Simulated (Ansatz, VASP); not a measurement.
## Two plane-wave programs on Re

File INCAR:

```
SYSTEM = Re
ALGO     = Normal         ! electronic algorithm
EDIFF    = 1E-7           ! SCF threshold, eV
ENCUT    = 520            ! plane-wave cutoff, eV
GGA      = PE             ! functional
ISIF     = 2              ! what is computed and relaxed
ISMEAR   = -1             ! smearing method
LASPH    = .True.         ! aspherical terms in the spheres
LCHARG   = .False.        ! write CHGCAR
LREAL    = .False.        ! projectors in reciprocal space
LWAVE    = .False.        ! write WAVECAR
NBANDS   = 22             ! bands
NELM     = 60             ! most SCF steps
PREC     = Accurate       ! precision mode
SIGMA    = 0.1            ! smearing width, eV
```

Contents of KPOINTS:

```
k-points
0
Gamma
  17 17 5
  0 0 0
```

Contents of POSCAR:

```
Re
1.0
    2.8136932698      0.0000000000      0.0000000000
   -1.4068466349      2.4367298501      0.0000000000
    0.0000000000      0.0000000000      9.0700650165
Re
4
Direct
    0.0000000000      0.0000000000      1.0000000000
    0.0000000000      1.0000000000      0.5000000000
    0.3333333333      0.6666666667      0.2500000000
    0.6666666667      0.3333333333      0.7500000000
```

Input for Ansatz:

```yaml
crystal:
  lattice:
    - [2.8136932698, 0.0, 0.0]
    - [-1.4068466349, 2.4367298501, 0.0]
    - [0.0, 0.0, 9.0700650165]
  atoms:
    - { symbol: Re, position: [0.0, 0.0, 1.0] }
    - { symbol: Re, position: [0.0, 1.0, 0.5] }
    - { symbol: Re, position: [0.3333333333, 0.6666666667, 0.25] }
    - { symbol: Re, position: [0.6666666667, 0.3333333333, 0.75] }
hamiltonian:
  xc: pbe
  pseudopotentials:
    kind: paw
    azcp:
      Re: "pseudopotentials/Re.paw.azcp"
basis:
  ecutwfc: 420
  fft_grid_basis: typed
kpoints:
  mp_grid: { grid: [17, 17, 5], shift: [0, 0, 0] }
magnetization:
  spin_polarized: false
scf:
  occupations: { method: fermi_dirac, width: 0.1 }
output:
  stress: true
```

Alike in both runs: task single point; functional PBE; k mesh 17 × 17 × 5; occupations fermi-dirac, width 0.1 eV; no spin polarisation.

|  | VASP | Ansatz |
| --- | --- | --- |
| version | VASP 6.6.1 | Ansatz 0.2.0 |
| potentials or method | VASP PAW PBE potentials, release 64 (Re), cutoff 520 eV | plane waves (420 eV) with PAW, scalar-relativistic |
| valence electrons in the cell | 28 | 60 |

Ansatz gave:

| Quantity | Value |
| --- | --- |
| pressure (GPa) | -13.1 |
| traceless stress, the component that is largest in VASP (GPa) | -0.12 |

**Question.** What did VASP give for the same quantities?

**Answer.** Pressure (GPa): -13.8; traceless stress, the component that is largest in VASP (GPa): -0.19.

VASP's potentials hold 28 valence electrons a cell and Ansatz's 60, so a difference there can come from the potentials and not from the codes.

Neither program's run includes spin-orbit coupling.
